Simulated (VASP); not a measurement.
# FeNi (Tetrataenite) (P4/mmm) in VASP: notebook

Runs on FeNi (Tetrataenite). Level: PBEsol. Tasks: single point.

All numbers are computed with VASP 6.6.1; they aren't measurements. Logs are shortened: lines on timing, memory, paths and dates and some standing lists are left out, and cuts for length are marked.

## 1. The cell of the first run

The structure is tetragonal, space group P4/mmm (No. 123). The conventional cell has a = 2.533 Å, b = 2.533 Å, c = 3.582 Å, α = 90.00°, β = 90.00°, γ = 90.00°. Fe (site symmetry 4/mmm) has 8 Ni at 2.53 Å and 4 Fe at 2.53 Å within 3.3 Å. Ni (site symmetry 4/mmm) has 8 Fe at 2.53 Å and 4 Ni at 2.53 Å within 3.3 Å.

## 2. Single point, PBEsol, collinear spin, zero start

The input, INCAR:

```
ALGO = Normal ; EDIFF = 1E-6
ENCUT = 520 ; GGA = PS
ISIF = 2 ; ISMEAR = 0
ISPIN = 2 ; LASPH = True
LCHARG = True ; LELF = True
LMAXMIX = 4 ; LORBIT = 11
LREAL = False ; LVHAR = True
LWAVE = False ; MAGMOM = 0 0
NBANDS = 20 ; NELM = 150
NUPDOWN = 0.0 ; PREC = Accurate
SIGMA = 0.1
```

The input, KPOINTS:

```
k-points
0
Gamma
  11 11 8
```

The input, POSCAR:

```
FeNi
1.0
    2.5330000000      0.0000000000      0.0000000000
    0.0000000000      2.5330000000      0.0000000000
    0.0000000000      0.0000000000      3.5820000000
Fe Ni
1 1
Direct
    0.0000000000      0.0000000000      0.0000000000
    0.5000000000      0.5000000000      0.5000000000
```

Potentials or basis: VASP PAW PBE potentials, release 64 (Fe, Ni).

Command:

```console
$ cat potpaw_PBE.64/Fe/POTCAR potpaw_PBE.64/Ni/POTCAR > POTCAR
$ mpirun -np 1 vasp_std > vasp.out
```

OUTCAR:

```text
EDIFF = 1E-6
   ENCUT = 520
   GGA = PS
   ISIF = 2
   ISMEAR = 0
   ISPIN = 2
   LASPH = True
   LORBIT = 11
   LREAL = False
   NELM = 150
   NUPDOWN = 0.0
   PREC = Accurate

 ion  position               nearest neighbor table
   1  0.000  0.000  0.000-   2 2.53   2 2.53   2 2.53   2 2.53   2 2.53   2 2.53   2 2.53   2 2.53

   2  0.500  0.500  0.500-   1 2.53   1 2.53   1 2.53   1 2.53   1 2.53   1 2.53   1 2.53   1 2.53

  LATTYP: Found a simple tetragonal cell.
 ALAT       =     2.5330000000
 C/A-ratio  =     1.4141334386

  Lattice vectors:

 A1 = (   2.5330000000,   0.0000000000,   0.0000000000)
 A2 = (   0.0000000000,   2.5330000000,   0.0000000000)
 A3 = (   0.0000000000,   0.0000000000,   3.5820000000)

Analysis of symmetry for initial positions (statically):
=====================================================================
 Subroutine PRICEL returns:
 Original cell was already a primitive cell.

 Routine SETGRP: Setting up the symmetry group for a
 simple tetragonal supercell.

 Subroutine GETGRP returns: Found 16 space group operations
 (whereof 16 operations were pure point group operations)
 out of a pool of 16 trial point group operations.

The static configuration has the point symmetry D_4h.

Analysis of symmetry for dynamics (positions and initial velocities):
=====================================================================
 Subroutine PRICEL returns:
 Original cell was already a primitive cell.

 Routine SETGRP: Setting up the symmetry group for a
 simple tetragonal supercell.

 Subroutine GETGRP returns: Found 16 space group operations
 (whereof 16 operations were pure point group operations)
 out of a pool of 16 trial point group operations.

The dynamic configuration has the point symmetry D_4h.

Analysis of structural, dynamic, and magnetic symmetry:
=====================================================================
 Subroutine PRICEL returns:
 Original cell was already a primitive cell.

 Routine SETGRP: Setting up the symmetry group for a
 simple tetragonal supercell.

 Subroutine GETGRP returns: Found 16 space group operations
 (whereof 16 operations were pure point group operations)
 out of a pool of 16 trial point group operations.

The overall configuration has the point symmetry D_4h.

 Subroutine INISYM returns: Found 16 space group operations
 (whereof 16 operations are pure point group operations),
 and found     1 'primitive' translations

----------------------------------------------------------------------------------------

                                     Primitive cell

  volume of cell :      22.9824

  direct lattice vectors                    reciprocal lattice vectors
     2.533000000  0.000000000  0.000000000     0.394788788  0.000000000  0.000000000
     0.000000000  2.533000000  0.000000000     0.000000000  0.394788788  0.000000000
     0.000000000  0.000000000  3.582000000     0.000000000  0.000000000  0.279173646

  length of vectors
     2.533000000  2.533000000  3.582000000     0.394788788  0.394788788  0.279173646

  position of ions in fractional coordinates (direct lattice)
     0.000000000  0.000000000  0.000000000
     0.500000000  0.500000000  0.500000000

  ion indices of the primitive-cell ions
   primitive index   ion index
                 1           1
                 2           2

----------------------------------------------------------------------------------------

 KPOINTS: k-points

Automatic generation of k-mesh.
 Grid dimensions read from file:
 generate k-points for:   11   11    8

 Generating k-lattice:

  Cartesian coordinates                     Fractional coordinates (reciprocal lattice)
     0.035889890  0.000000000  0.000000000     0.090909091  0.000000000  0.000000000
     0.000000000  0.035889890  0.000000000     0.000000000  0.090909091  0.000000000
     0.000000000  0.000000000  0.034896706     0.000000000  0.000000000  0.125000000

  Length of vectors
     0.035889890  0.035889890  0.034896706

  Shift w.r.t. Gamma in fractional coordinates (k-lattice)
     0.000000000  0.000000000  0.000000000

 Subroutine IBZKPT returns following result:
 ===========================================

 Found    105 irreducible k-points:

 Following reciprocal coordinates:
            Coordinates               Weight
  0.000000  0.000000  0.000000      1.000000
  0.090909  0.000000  0.000000      4.000000
  0.181818  0.000000  0.000000      4.000000
  0.272727  0.000000  0.000000      4.000000
  0.363636  0.000000  0.000000      4.000000
  0.454545  0.000000  0.000000      4.000000
[... 16 lines left out ...]
  0.090909  0.000000  0.125000      8.000000
  0.181818  0.000000  0.125000      8.000000
 [... further k-points ...]
   k-points           NKPTS =    105   k-points in BZ     NKDIM =    105   number of bands    NBANDS=     20
   number of dos      NEDOS =    301   number of ions     NIONS =      2
   total plane-waves  NPLWV =  11200
   dimension x,y,z NGX =    20 NGY =   20 NGZ =   28
   dimension x,y,z NGXF=    40 NGYF=   40 NGZF=   56
   ions per type =               1   1
   NGX,Y,Z   is equivalent  to a cutoff of  13.13, 13.13, 13.00 a.u.
   NGXF,Y,Z  is equivalent  to a cutoff of  26.25, 26.25, 25.99 a.u.
 SYSTEM =  unknown system
   PREC   = accura    normal or accurate (medium, high low for compatibility)
   ISTART =      0    job   : 0-new  1-cont  2-samecut
   ICHARG =      2    charge: 1-file 2-atom 10-const
   ISPIN  =      2    spin polarized calculation?
   LNONCOLLINEAR =      F non collinear calculations
   LSORBIT =      F    spin-orbit coupling
   LASPH  =      T    aspherical Exc in radial PAW
   ENCUT  =  520.0 eV  38.22 Ry    6.18 a.u.   4.71  4.71  6.66*2*pi/ulx,y,z
   NELM   =    150;   NELMIN=  2; NELMDL= -5     # of ELM steps
   EDIFF  = 0.1E-05   stopping-criterion for ELM
   LREAL  =      F    real-space projection
   EDIFFG = 0.1E-04   stopping-criterion for IOM
   NSW    =      0    number of steps for IOM
   IBRION =     -1    ionic relax: 0-MD 1-quasi-New 2-CG
   NFREE  =      0    steps in history (QN), initial steepest desc. (CG)
   ISIF   =      2    stress and relaxation
   ISYM   =      2    0-nonsym 1-usesym 2-fastsym
   POTIM  = 0.5000    time-step for ionic-motion
   TEBEG  =    0.0;   TEEND  =   0.0 temperature during run
   PSTRESS=    0.0 pullay stress
   NELECT =      18.0000    total number of electrons
   NUPDOWN=       0.0000    fix difference up-down
   EMIN   =  10.00;   EMAX   =-10.00  energy-range for DOS
   EFERMI =   0.00;   METHOD = LEGACY
   ISMEAR =     0;   SIGMA  =   0.10  broadening in eV -4-tet -1-fermi 0-gaus
   EFERMI_NEDOS =   21; number of points for ismear=-14 and -15
   IALGO  =     38    algorithm
   IMIX   =      4    mixing-type and parameters
     AMIX     =   0.40;   BMIX     =  1.00
     AMIX_MAG =   1.60;   BMIX_MAG =  1.00
  volume/ion in A,a.u.               =      11.49        77.55
  Fermi-wavevector in a.u.,A,eV,Ry     =   1.509039  2.851669 30.983152  2.277197
  Thomas-Fermi vector in A             =   2.619414
   LORBIT       =     11    0 simple, 1 ext, 2 COOP (PROOUT), +10 PAW based schemes
   GGA     = PS    functional components
   LHFCALC =     F    Hartree Fock is set to
   AEXX    =    0.0000 exact exchange contribution
   IVDW    =     0    specifies the selected vdW correction
   LEPSILON=     F    determine dielectric tensor
   LRPA    =     F    only Hartree local field effects (RPA)
 spin polarized calculation
 Gauss-broadening in eV      SIGMA  =   0.10
  energy-cutoff  :      520.00
  volume of cell :       22.98
 maximum number of plane-waves:       633
 NGX is ok and might be reduce to    20
   NGX =  9   NGY =  9   NGZ = 13

 number of electron      17.9999996 magnetization      -0.0000000

 number of electron      17.9999996 magnetization       0.0000000

 Free energy of the ion-electron system (eV)
  ---------------------------------------------------
  ext. energy  EPLUGINS =         0.00000000
  ---------------------------------------------------
  free energy    TOTEN  =       -14.47909063 eV

  energy without entropy =      -14.45358382  energy(sigma->0) =      -14.46633723

 E-fermi :   6.9715     XC(G=0): -13.1906

 val. band max:        6.9604666850   @ k =   0.4545   0.1818   0.2500
 cond. band min:       6.9753326333   @ k =   0.1818   0.0909   0.2500
 fundamental gap:      0.0148659483
 Fermi energy:         6.9714746057

 spin component 1

 k-point     1 :       0.0000    0.0000    0.0000
  band No.  band energies     occupation
      1      -1.5429      1.00000
      2       2.7323      1.00000
      3       3.3395      1.00000
      4       5.1412      1.00000
      5       5.1412      1.00000
      6       5.2985      1.00000
[... 12 lines left out ...]
     19      33.7873      0.00000
     20      33.7941      0.00000

 k-point     2 :       0.0909    0.0000    0.0000
  band No.  band energies     occupation
      1      -1.3328      1.00000
      2       2.8466      1.00000
      3       3.4128      1.00000
      4       5.0708      1.00000
      5       5.1839      1.00000
      6       5.3609      1.00000
[... 12 lines left out ...]
     19      31.5981      0.00000
     20      32.7484      0.00000
[... 465 lines left out ...]
      3       3.4747      1.00000
      4       5.0706      1.00000
      5       5.2264      1.00000
      6       5.3354      1.00000
[... 12 lines left out ...]
     19      31.3912      0.00000
     20      32.6677      0.00000

 k-point    24 :       0.1818    0.0000    0.1250
  band No.  band energies     occupation
      1      -0.5337      1.00000
      2       3.1766      1.00000
      3       3.6649      1.00000
      4       4.8772      1.00000
      5       5.3125      1.00000
      6       5.4762      1.00000
[... 12 lines left out ...]
     19      32.1071      0.00000
     20      33.4039      0.00000

 [... further k-points ...]

 spin component 2

 k-point     1 :       0.0000    0.0000    0.0000
  band No.  band energies     occupation
      1      -1.5429      1.00000
      2       2.7323      1.00000
      3       3.3395      1.00000
      4       5.1412      1.00000
      5       5.1412      1.00000
      6       5.2985      1.00000
[... 12 lines left out ...]
     19      33.7866      0.00000
     20      33.7941      0.00000

 k-point     2 :       0.0909    0.0000    0.0000
  band No.  band energies     occupation
      1      -1.3328      1.00000
      2       2.8466      1.00000
      3       3.4128      1.00000
      4       5.0708      1.00000
      5       5.1839      1.00000
      6       5.3609      1.00000
[... 12 lines left out ...]
     19      31.5981      0.00000
     20      32.7484      0.00000
[... 465 lines left out ...]
      3       3.4747      1.00000
      4       5.0706      1.00000
      5       5.2264      1.00000
      6       5.3354      1.00000
[... 12 lines left out ...]
     19      31.3911      0.00000
     20      32.6677      0.00000

 k-point    24 :       0.1818    0.0000    0.1250
  band No.  band energies     occupation
      1      -0.5337      1.00000
      2       3.1766      1.00000
      3       3.6649      1.00000
      4       4.8772      1.00000
      5       5.3125      1.00000
      6       5.4762      1.00000
[... 12 lines left out ...]
     19      32.1071      0.00000
     20      33.4039      0.00000

 [... further k-points ...]

------------------------ aborting loop because EDIFF is reached ----------------------------------------

  FORCE on cell =-STRESS in cart. coord.  units (eV):
  Direction    XX          YY          ZZ          XY          YZ          ZX
  --------------------------------------------------------------------------------------
  -------------------------------------------------------------------------------------
  Total       -3.9025673     -3.9025673     -3.2900173      0.0000000      0.0000000     -0.0000000
  in kB     -272.0602076   -272.0602076   -229.3574223      0.0000000      0.0000000     -0.0000000
  external PRESSURE =    -257.8259459 kB  Pullay stress =       0.0000000 kB

 VOLUME and BASIS-vectors are now :
 -----------------------------------------------------------------------------
  energy-cutoff  :      520.00
  volume of cell :       22.98
      direct lattice vectors                 reciprocal lattice vectors
     2.533000000  0.000000000  0.000000000     0.394788788  0.000000000  0.000000000
     0.000000000  2.533000000  0.000000000     0.000000000  0.394788788  0.000000000
     0.000000000  0.000000000  3.582000000     0.000000000  0.000000000  0.279173646

 POSITION                                       TOTAL-FORCE (eV/Angst)
 -----------------------------------------------------------------------------------
      0.00000      0.00000      0.00000         0.000000      0.000000      0.000000
      1.26650      1.26650      1.79100         0.000000      0.000000      0.000000
 -----------------------------------------------------------------------------------
    total drift:                               -0.000000      0.000000      0.000000

  FREE ENERGIE OF THE ION-ELECTRON SYSTEM (eV)
  ---------------------------------------------------
  free  energy   TOTEN  =       -14.4790906339 eV

  energy  without entropy=      -14.4535838187  energy(sigma->0) =      -14.46633723

 total charge

# of ion       s       p       d       tot
------------------------------------------
    1        0.458   0.471   6.232   7.161
    2        0.501   0.510   8.280   9.291
--------------------------------------------------
tot          0.959   0.981  14.512  16.452

 magnetization (x)

# of ion       s       p       d       tot
------------------------------------------
    1       -0.000   0.000   0.000   0.000
    2        0.000   0.000  -0.000  -0.000
--------------------------------------------------
tot         -0.000   0.000  -0.000  -0.000
```

Run time: 46 s. Hardware: 1 thread of AMD EPYC 9R45 (Zen 5), shared host; peak memory 0.16 GiB.

What came out:

* Free energy: -14.4791 eV
* Pressure: -25.8 GPa
* Net moment: 0.00 μB per cell
* Valence electrons inside the program's atomic spheres: Fe 7.16; Ni 9.29

Caveat: the PAW data sets were made with another functional, which shifts forces and pressure a little; the total moment is fixed, so each spin has its own Fermi level.

## 3. Single point, PBEsol, collinear spin, ferrimagnetic start

The input, INCAR:

```
PREC     = Accurate       # precision mode
ENCUT    = 520            # plane-wave cutoff, eV
EDIFF    = 1E-6           # SCF threshold, eV
ISMEAR   = 0              # smearing method
SIGMA    = 0.1            # smearing width, eV
LREAL    = F              # projectors in reciprocal space
LASPH    = T              # aspherical terms in the spheres
NELM     = 150            # most SCF steps
ALGO     = Normal         # electronic algorithm
ISIF     = 2              # what is computed and relaxed
LWAVE    = F              # write WAVECAR
LCHARG   = F              # write CHGCAR
ISPIN    = 2              # spin polarisation
MAGMOM   = 1.51 -0.16     # initial moments
LORBIT   = 11             # projections on sites
NUPDOWN  = 1.2            # fixed moment
LMAXMIX  = 4              # l up to which the mixer works
GGA      = PS             # functional
NBANDS   = 20             # bands
```

The input, KPOINTS:

```
regular mesh
0
Gamma
  11 11 8
```

POSCAR is that of step 2.

Potentials or basis: VASP PAW PBE potentials, release 64 (Fe, Ni).

Command:

```console
$ cat potpaw_PBE.64/Fe/POTCAR potpaw_PBE.64/Ni/POTCAR > POTCAR
$ mpirun -np 1 vasp_std > vasp.out
```

OUTCAR:

```text
PREC = Accurate
   ENCUT = 520
   EDIFF = 1E-6
   ISMEAR = 0
   LREAL = F
   LASPH = T
   NELM = 150
   ISIF = 2
   ISPIN = 2
   LORBIT = 11
   NUPDOWN = 1.2
   GGA = PS

 ion  position               nearest neighbor table
   1  0.000  0.000  0.000-   2 2.53   2 2.53   2 2.53   2 2.53   2 2.53   2 2.53   2 2.53   2 2.53

   2  0.500  0.500  0.500-   1 2.53   1 2.53   1 2.53   1 2.53   1 2.53   1 2.53   1 2.53   1 2.53

  LATTYP: Found a simple tetragonal cell.
 ALAT       =     2.5330000000
 C/A-ratio  =     1.4141334386

  Lattice vectors:

 A1 = (   2.5330000000,   0.0000000000,   0.0000000000)
 A2 = (   0.0000000000,   2.5330000000,   0.0000000000)
 A3 = (   0.0000000000,   0.0000000000,   3.5820000000)

Analysis of symmetry for initial positions (statically):
=====================================================================
 Subroutine PRICEL returns:
 Original cell was already a primitive cell.
[... 753 lines left out ...]
      2       2.9225      1.00000
      3       3.4421      1.00000
      4       5.2835      1.00000
      5       5.2835      1.00000
      6       5.5706      1.00000
[... 541 lines left out ...]
     19      32.1667      0.00000
     20      33.5164      0.00000

 [... further k-points ...]

------------------------ aborting loop because EDIFF is reached ----------------------------------------

  FORCE on cell =-STRESS in cart. coord.  units (eV):
  Direction    XX          YY          ZZ          XY          YZ          ZX
  --------------------------------------------------------------------------------------
  -------------------------------------------------------------------------------------
  Total       -3.4219082     -3.4219082     -2.4746568      0.0000000      0.0000000     -0.0000000
  in kB     -238.5519516   -238.5519516   -172.5160887      0.0000000      0.0000000     -0.0000000
  external PRESSURE =    -216.5399973 kB  Pullay stress =       0.0000000 kB

 VOLUME and BASIS-vectors are now :
 -----------------------------------------------------------------------------
  energy-cutoff  :      520.00
  volume of cell :       22.98
      direct lattice vectors                 reciprocal lattice vectors
     2.533000000  0.000000000  0.000000000     0.394788788  0.000000000  0.000000000
     0.000000000  2.533000000  0.000000000     0.000000000  0.394788788  0.000000000
     0.000000000  0.000000000  3.582000000     0.000000000  0.000000000  0.279173646

 POSITION                                       TOTAL-FORCE (eV/Angst)
 -----------------------------------------------------------------------------------
      0.00000      0.00000      0.00000         0.000000      0.000000      0.000000
      1.26650      1.26650      1.79100         0.000000      0.000000      0.000000
 -----------------------------------------------------------------------------------
    total drift:                               -0.000000      0.000000      0.000000

  FREE ENERGIE OF THE ION-ELECTRON SYSTEM (eV)
  ---------------------------------------------------
  free  energy   TOTEN  =       -14.6358726822 eV

  energy  without entropy=      -14.6095714370  energy(sigma->0) =      -14.62272206

 total charge

# of ion       s       p       d       tot
------------------------------------------
    1        0.459   0.479   6.215   7.153
    2        0.504   0.512   8.285   9.301
--------------------------------------------------
tot          0.963   0.991  14.499  16.454

 magnetization (x)

# of ion       s       p       d       tot
------------------------------------------
    1        0.001  -0.008   1.374   1.367
    2       -0.018  -0.036  -0.110  -0.164
--------------------------------------------------
tot         -0.016  -0.044   1.264   1.203
```

stdout:

```text
POSCAR found type information on POSCAR FeNi
 POSCAR found :  2 types and       2 ions
 scaLAPACK will be used
 -----------------------------------------------------------------------------
|                                                                             |
|                                                                             |
|     You enforced a specific xc type in the INCAR file but a different       |
|     I HOPE YOU KNOW WHAT YOU ARE DOING!                                     |
|                                                                             |
 -----------------------------------------------------------------------------

 LDA part: xc-table for (Slater+PW92), standard interpolation
 POSCAR, INCAR and KPOINTS ok, starting setup
 FFT: planning ... GRIDC
 FFT: planning ... GRID_SOFT
 FFT: planning ... GRID
 WAVECAR not read
 entering main loop
```

Run time: 53 s. Hardware: 1 thread of AMD EPYC 9R45 (Zen 5), shared host; peak memory 0.17 GiB.

What came out:

```yaml
Free_energy: -14.6359 eV
Pressure: -21.7 GPa
Net_moment: 1.20 μB per cell
Site_moments: Fe +1.37; Ni -0.16 μB
Valence_electrons_inside_the_program's_atomic_spheres: Fe 7.15; Ni 9.30
```

Stress tensor (GPa, compression positive):
```
-23.86   0.00   0.00
  0.00 -23.86   0.00
  0.00   0.00 -17.25
```

Caveat: the PAW data sets were made with another functional, which shifts forces and pressure a little; the total moment is fixed, so each spin has its own Fermi level.

(Part 1 of 2 ends here.)
